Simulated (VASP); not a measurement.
Input of a VASP 6.6.1 run:

File INCAR:

```
  PREC = Accurate
  ENCUT = 520
  EDIFF = 1E-6
  ISMEAR = 0
  SIGMA = 0.15
  LREAL = False
  LASPH = True
  NELM = 80
  ALGO = Fast
  ISIF = 2
  LWAVE = False
  LCHARG = False
  GGA = PS
  NBANDS = 26
```

File KPOINTS:

```
regular mesh
0
Gamma
  10 10 10
```

The input POSCAR:

```
Al2Cu
1.0
   -2.8766500000      2.8766500000      2.4138103907
    2.8766500000     -2.8766500000      2.4138103907
    2.8766500000      2.8766500000     -2.4138103907
Al Cu
4 2
Direct
    0.1593210787      0.6593210787      0.8186421574
    0.6593210787      0.8406789213      0.5000000000
    0.8406789213      0.3406789213      0.1813578426
    0.3406789213      0.1593210787      0.5000000000
    0.7500000000      0.7500000000      0.0000000000
    0.2500000000      0.2500000000      0.0000000000
```

Potentials or basis: VASP PAW PBE potentials, release 64 (Al, Cu).

Command:

```bash
$ cat potpaw_PBE.64/Al/POTCAR potpaw_PBE.64/Cu/POTCAR > POTCAR
$ mpirun -np 1 vasp_std > vasp.out
```

**Question.** What does it give for the largest force?

**Answer.** 0.085 eV/Å.

**Question.** Estimate the pressure.

**Answer.** 11.0 GPa.

Forces in eV/Å, atoms in the order of the input:
```
Al   0.060  0.060  0.000
Al  -0.060  0.060  0.000
Al  -0.060 -0.060  0.000
Al   0.060 -0.060  0.000
Cu   0.000  0.000  0.000
Cu   0.000  0.000  0.000
```

Caveat: the cell stands under pressure; the PAW data sets were made with another functional, which shifts forces and pressure a little.
